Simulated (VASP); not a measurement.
# SnO2 (Cm) in VASP: a series of runs, part 2 of 2

VASP 6.6.1. The steps go on from the part before.

### Step 3. Single point, PBE+D3(BJ) (atom 1 (Sn) moved +0.480 Å towards its neighbour atom 3 (O) at 2.114 Å)

Contents of INCAR:

```
PREC     = Accurate       # precision mode
ENCUT    = 520            # plane-wave cutoff, eV
EDIFF    = 1E-7           # SCF threshold, eV
ISMEAR   = 0              # smearing method
SIGMA    = 0.05           # smearing width, eV
LREAL    = False          # projectors in reciprocal space
LASPH    = True           # aspherical terms in the spheres
NELM     = 80             # most SCF steps
ALGO     = Normal         # electronic algorithm
ISIF     = 2              # what is computed and relaxed
LWAVE    = False          # write WAVECAR
LCHARG   = False          # write CHGCAR
GGA      = PE             # functional
IVDW     = 12             # dispersion correction
NBANDS   = 35             # bands
```

Contents of KPOINTS:

```
regular mesh
0
Gamma
  12 12 4
```

Contents of POSCAR:

```
SnO2
1.0
    3.2115702651      0.0000000000      0.0000000000
   -1.6057851326      2.7813014356      0.0000000000
    0.0000000000      0.0000000000     10.3427560363
Sn O
2 4
Direct
   -0.0756924478     -0.1513848956      0.4777161461
    0.0000000000      0.0000000000      0.0000000000
    0.6666666667      0.3333333333      0.4018666787
    0.6666666667      0.3333333333      0.0981333213
    0.3333333333      0.6666666667      0.5981333213
    0.3333333333      0.6666666667      0.9018666787
```

Potentials or basis: VASP PAW PBE potentials, release 64 (Sn_d, O).

Run with:

```console
> cat potpaw_PBE.64/Sn_d/POTCAR potpaw_PBE.64/O/POTCAR > POTCAR
> mpirun -np 1 vasp_std > vasp.out
```

OUTCAR:

```text
PREC = Accurate
   ENCUT = 520
   EDIFF = 1E-7
   ISMEAR = 0
   LREAL = False
   LASPH = True
   NELM = 80
   ISIF = 2
   GGA = PE
   IVDW = 12
 IVDW          = 12

 ion  position               nearest neighbor table
   1  0.924  0.849  0.478-   3 1.63   5 2.09   5 2.09   3 2.24   3 2.24   5 2.59
   2  0.000  0.000  0.000-   4 2.11   6 2.11   4 2.11   6 2.11   4 2.11   6 2.11
   3  0.667  0.333  0.402-   1 1.63   1 2.24   1 2.24
   4  0.667  0.333  0.098-   2 2.11   2 2.11   2 2.11
   5  0.333  0.667  0.598-   1 2.09   1 2.09   1 2.59
[... 1124 lines left out ...]
  -------------------------------------------------------------------------------------
  Total       0.23052    18.66263     4.34953    -0.00000    10.11357    -0.00000
  in kB       3.99769   323.65453    75.43126    -0.00000   175.39341    -0.00000
  external pressure =      134.36 kB  Pullay stress =        0.00 kB

 VOLUME and BASIS-vectors are now :
 -----------------------------------------------------------------------------
  energy-cutoff  :      520.00
  volume of cell :       92.39
      direct lattice vectors                 reciprocal lattice vectors
     3.211570265  0.000000000  0.000000000     0.311374162  0.179771956  0.000000000
    -1.605785133  2.781301436  0.000000000     0.000000000  0.359543913  0.000000000
     0.000000000  0.000000000 10.342756036     0.000000000  0.000000000  0.096686028

 POSITION                                       TOTAL-FORCE (eV/Angst)
 -----------------------------------------------------------------------------------
      1.60579      2.36025      4.94090        -0.000000     14.148207     10.049364
      0.00000      0.00000      0.00000        -0.000000      0.003202     -0.567639
      1.60579      0.92710      4.15641         0.000000    -13.678590     -8.352177
      1.60579      0.92710      1.01497        -0.000000      0.003464      0.325755
     -0.00000      1.85420      6.18635         0.000000     -0.475999     -1.660195
     -0.00000      1.85420      9.32779         0.000000     -0.000285      0.204893
 -----------------------------------------------------------------------------------
    total drift:                               -0.000001     -0.000558      0.000164

  FREE ENERGIE OF THE ION-ELECTRON SYSTEM (eV)
  ---------------------------------------------------
  free  energy   TOTEN  =       -34.3078922187 eV

  energy  without entropy=      -34.3078922187  energy(sigma->0) =      -34.30789222
```

OSZICAR:

```text
N       E                     dE             d eps       ncg     rms          rms(c)
DAV:   1     0.659026617083E+03    0.65903E+03   -0.25614E+04 12547   0.215E+03
DAV:   2     0.682416034504E+02   -0.59079E+03   -0.55583E+03 12739   0.606E+02
DAV:   3    -0.343816467969E+02   -0.10262E+03   -0.10077E+03 12546   0.211E+02
DAV:   4    -0.399680417650E+02   -0.55864E+01   -0.55471E+01 14278   0.555E+01
[... 10 lines left out ...]
DAV:  15    -0.333188746254E+02    0.19087E-05   -0.13777E-05 17488   0.274E-02    0.569E-03
DAV:  16    -0.333188733366E+02    0.12889E-05   -0.23628E-06 16628   0.182E-02    0.218E-03
DAV:  17    -0.333188727349E+02    0.60162E-06   -0.13871E-06 15317   0.111E-02    0.123E-03
DAV:  18    -0.333188729043E+02   -0.16931E-06   -0.60051E-07 12431   0.613E-03    0.744E-04
DAV:  19    -0.333188729536E+02   -0.49377E-07   -0.67597E-08 10598   0.265E-03
   1 F= -.34307892E+02 E0= -.34307892E+02  d E =-.140698E-14
```

stdout:

```text
POSCAR found type information on POSCAR SnO
 POSCAR found :  2 types and       6 ions
 scaLAPACK will be used
 LDA part: xc-table for (Slater+PW92), standard interpolation
 POSCAR, INCAR and KPOINTS ok, starting setup
 FFT: planning ... GRIDC
 FFT: planning ... GRID_SOFT
 FFT: planning ... GRID
 WAVECAR not read
 entering main loop
```

Wall time 14 min (1 thread of Intel Xeon 8259CL, shared host); peak memory 0.51 GiB.

Results:

* Free energy: -34.3079 eV
* Pressure: 13.4 GPa
* Largest force: 17.354 eV/Å
* Band gap on the k mesh: 1.31 eV
* Dispersion energy per atom: -0.165 eV

Forces on the atoms (eV/Å):
```
Sn    0.000  14.148  10.049
Sn    0.000   0.003  -0.568
O     0.000 -13.679  -8.352
O     0.000   0.003   0.326
O     0.000  -0.476  -1.660
O     0.000   0.000   0.205
```

Caveat: the cell differs from its parent crystal (atom 1 (Sn) moved +0.480 Å towards its neighbour atom 3 (O) at 2.114 Å); the cell stands under pressure; spin-orbit coupling is left out, which moves the levels of the heavy elements; forces of over 1 eV/Å act on the atoms, so gaps and moduli don't describe the material at rest. A k mesh can miss the band edges.
